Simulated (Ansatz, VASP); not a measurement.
One calculation of Si16Ge, two programs

```xyz
17
Lattice="0.0000 5.4300 5.4300 5.4300 0.0000 5.4300 5.4300 5.4300 0.0000" Properties=species:S:1:pos:R:3 pbc="T T T"
Si   -0.0026   -0.0036    0.0012
Si    1.3499    1.3500    1.3487
Si    2.7136    2.7140    0.0470
Si    4.0755    4.0759    1.3549
Si    2.7151    0.0511    2.7144
Si    4.0805    1.3512    4.0790
Si    5.3844    2.7146    2.7164
Si    6.7455    4.1112    4.1144
Si    0.0507    2.7151    2.7140
Si    1.3520    4.0799    4.0781
Si    2.7146    5.3856    2.7160
Si    4.1093    6.7481    4.1117
Si    2.7161    2.7157    5.3800
Si    4.1241    4.1233    6.7351
Si    5.4408    5.4445    5.4242
Si    6.7518    6.7518    6.7535
Ge    8.1630    8.1687    8.1347
```

Alike in both runs: functional PBE; k mesh 2 × 2 × 2; occupations fermi-dirac, width 0.05 eV; no spin polarisation.

Ansatz relaxed the structure, and its values are those at the end. VASP's run is a single point on that final structure, the one shown.

```csv
,VASP,Ansatz
version,VASP 6.6.1,Ansatz 0.2.0
potentials or method,"VASP PAW PBE potentials, release 64 (Si, Ge_d), cutoff 520 eV","scalar-relativistic, plane waves, PAW"
valence electrons in the cell,78,78
```

```csv
,VASP,Ansatz,Ansatz less VASP
rms of the force components (eV/Å),0.015,0.016,+0.0005
```

The k mesh is coarse, so the values compare programs but aren't converged.
